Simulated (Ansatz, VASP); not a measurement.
# WS2 in VASP and in Ansatz

```xyz
3
Lattice="1.6231 0.9371 5.7128 -1.6231 0.9371 5.7128 0.0000 -1.8742 5.7128" Properties=species:S:1:pos:R:3 pbc="T T T"
W     0.0000    0.0000   17.1270
S     0.0000    0.0000   12.9013
S     0.0000    0.0000    9.9261
```

Alike in both runs: task single point; functional PBE; dispersion D3(BJ); k mesh 12 × 12 × 12; occupations gaussian, width 0.05 eV; no spin polarisation.

```csv
,VASP,Ansatz
version,VASP 6.6.1,Ansatz 0.2.0
potentials or method,"VASP PAW PBE potentials, release 64 (W_sv, S), cutoff 520 eV","scalar-relativistic, plane waves, PAW"
valence electrons in the cell,26,26
```

```csv
,VASP,Ansatz,Ansatz less VASP
gap on the k mesh at the Fermi level (eV),0.13,0.11,-0.026
least direct gap on the mesh (eV),1.43,1.43,-0.003
pressure (GPa),1.0,1.1,+0.04
"traceless stress, the component that is largest in VASP (GPa)",10.18,10.17,-0.011
rms of the force components (eV/Å),0.488,0.488,+0.0002
```

Atom by atom the forces differ by 0.000 eV/Å (rms over components).

Neither program's run includes spin-orbit coupling.
